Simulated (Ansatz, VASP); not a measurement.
**Two plane-wave programs on Al**

```
Al
1.0
     0.00000    1.99669    1.99669
     1.99669    0.00000    1.99669
     1.99669    1.99669    0.00000
Al
1
Direct
  0.00000 0.00000 0.00000
```

Alike in both runs: task single point; functional r2SCAN; k mesh 14 × 14 × 14; occupations methfessel-paxton of order 1, width 0.01 eV; no spin polarisation.

|  | VASP | Ansatz |
| --- | --- | --- |
| version | VASP 6.6.1 | Ansatz 0.2.0 |
| potentials or method | VASP PAW PBE potentials, release 64 (Al), cutoff 520 eV | plane waves (500 eV) with PAW, scalar-relativistic |
| valence electrons in the cell | 3 | 3 |

Ansatz gave:

```
pressure (GPa) : -0.5
```

Question: Which values does VASP return?

Answer: Pressure (GPa): -0.8.

VASP's potentials were made for PBE, not for r2SCAN.
